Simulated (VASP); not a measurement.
H14CO7: single point with PBE+D3(BJ)

System: H14CO7.

```
O H C
1.0
     6.00832    0.00000    0.00000
     0.00000    6.00832    0.00000
     0.00000    0.00000    6.00832
O H C
7 14 1
Cartesian
  1.7747 4.4333 3.4654
  2.1092 5.9685 6.4491
  -0.3728 5.9306 2.6554
  3.6181 6.3258 4.1682
  3.2358 3.4570 5.7788
  3.1755 1.7545 2.0032
  5.7525 3.7910 0.6314
  2.5909 5.1147 3.6594
  1.9395 3.5178 3.7699
  1.7009 5.8410 5.6147
  1.4561 5.6332 7.0594
  0.3047 5.3409 3.1333
  -0.5882 5.3517 2.0008
  3.3179 7.1337 3.5961
  4.4071 6.0337 3.6083
  3.0157 4.4175 6.0002
  4.1350 3.4422 5.4310
  3.1912 2.5752 1.4169
  2.6859 1.0705 1.3312
  6.3314 1.8386 0.4933
  6.7285 2.6683 2.0757
  6.3431 2.7809 1.0069
```

```yaml
Program: VASP 6.6.1
Task: single point
Functional: PBE
Dispersion: D3(BJ)
Potentials_or_basis: VASP PAW PBE potentials, release 64 (O, H, C)
Cutoff: 520 eV
k_mesh: 1 × 1 × 1
Occupations: fermi-dirac, width 0.02 eV
Spin: no spin polarisation
Dipole_correction: no
Further_INCAR_settings: LREAL = Auto; ALGO = Normal; EDIFF = 1e-06; NBANDS = 47
```

The pressure is 0.4 GPa and the largest force is 5.209 eV/Å. The dispersion energy per atom is -0.038 eV.

Forces on the atoms (eV/Å):
```
O    0.630  1.358 -0.089
O    0.784 -0.167  1.227
O    2.398  1.798  3.713
O   -0.861  0.725 -0.932
O   -1.080  0.778  0.278
O   -1.340 -0.324 -1.972
O    0.875 -0.148 -0.292
H   -1.110 -1.277  0.114
H    0.466  0.651  0.158
H   -0.562  0.088 -2.166
H   -0.773 -0.518  0.998
H   -0.048  0.597 -0.100
H   -1.589 -2.925 -4.007
H    0.513 -1.270  0.664
H   -0.135  0.372  0.269
H    0.541 -1.017 -0.333
H    0.413  0.202  0.111
H    0.188 -0.708  0.469
H    1.501  1.652  1.478
H    0.112 -0.712 -1.157
H    0.019  0.471 -0.945
C   -0.940  0.372  2.514
```

Stress tensor (GPa, compression positive):
```
 0.67 -0.10 -0.13
-0.10 -2.17  1.58
-0.13  1.58  2.63
```

Levels at points of the mesh, in eV from the Fermi level:
```tsv
k point	band 26	band 27	band 28	band 29	band 30	band 31	band 32	band 33	band 34	band 35
(0.00, 0.00, 0.00)	-1.38	-1.07	-1.01	-0.77	-0.52	2.91	4.03	7.13	7.18	7.77
```

Wall time 42 s on 1 thread of Intel Xeon 8259CL, with other jobs on the host, peak memory 0.33 GiB.

Caveat: the k points lie up to 1.05 Å⁻¹ apart; the atoms stand as in a frame of molecular dynamics.
